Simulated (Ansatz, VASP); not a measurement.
**One calculation of Cu, two programs**

```
Cu
1.0
    -1.44519    1.44519    1.37837
     1.44519   -1.44519    1.37837
     1.44519    1.44519   -1.37837
Cu
1
Cartesian
  0.0000 0.0000 0.0000
```

Alike in both runs: task single point; functional LDA; k mesh 10 × 10 × 10; occupations methfessel-paxton of order 1, width 0.01 eV; no spin polarisation.

|  | VASP | Ansatz |
| --- | --- | --- |
| version | VASP 6.6.1 | Ansatz 0.2.0 |
| potentials or method | VASP PAW LDA potentials, release 64 (Cu), cutoff 520 eV | plane waves, PAW |
| valence electrons in the cell | 11 | 19 |

|  | VASP | Ansatz | Ansatz less VASP |
| --- | --- | --- | --- |
| pressure (GPa) | -7.6 | -8.7 | -1.16 |
| traceless stress, the component that is largest in VASP (GPa) | -1.61 | -0.78 | +0.827 |

LDA's correlation is that of Perdew and Zunger in VASP and of Perdew and Wang (1992) in Ansatz. VASP's potentials hold 11 valence electrons a cell and Ansatz's 19, so a difference there can come from the potentials and not from the codes. Ansatz's warnings: stress scf threshold loose.
